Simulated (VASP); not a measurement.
Wanted: the native input for a VASP 6.6.1 run.

- Task: single point
- Functional: revPBE
- Dispersion: D3(BJ)
- Potentials or basis: VASP PAW PBE potentials, release 64 (Hf_pv)
- Cutoff: 520 eV
- k mesh: 10 × 10 × 10
- Occupations: fermi-dirac, width 0.1 eV
- Spin: no spin polarisation
- Dipole correction: no
- Further INCAR settings: ALGO = Normal; EDIFF = 1e-06; NBANDS = 11

The structure of Hf lies in POSCAR:

```
Hf
1.0
    0.0000000000      2.2933273088      2.2933273088
    2.2933273088      0.0000000000      2.2933273088
    2.2933273088      2.2933273088      0.0000000000
Hf
1
Direct
    0.0000000000      0.0000000000      0.0000000000
```

This isn't the form of Hf at room conditions, which is hcp.

These files were run (other wordings do the same):

INCAR

```
PREC = Accurate
ENCUT = 520
EDIFF = 1E-6
ISMEAR = -1
SIGMA = 0.1
LREAL = False
LASPH = True
NELM = 80
ALGO = Normal
ISIF = 2
LWAVE = False
LCHARG = True
GGA = RE
IVDW = 12
LELF = True
LVHAR = True
NBANDS = 11
```

KPOINTS

```
regular mesh
0
Gamma
  10 10 10
```

Potentials or basis: VASP PAW PBE potentials, release 64 (Hf_pv).

Run with:

```console
$ cat potpaw_PBE.64/Hf_pv/POTCAR > POTCAR
$ mpirun -np 1 vasp_std > vasp.out
```

Results of the run:

```json
{"Pressure": "-9.6 GPa", "Band gap on the k mesh": "zero (bands 5 and 6 overlap by 1.75 eV)", "Dispersion energy per atom": "-0.727 eV"}
```

Caveat: three body term missing; the cell stands under tension; the PAW data sets were made with another functional, which shifts forces and pressure a little; spin-orbit coupling is left out, which moves the levels of the heavy elements.

Run time: 6.5 s on 1 thread of AMD EPYC 9R45 (Zen 5), on a shared host, peak memory 0.12 GiB.
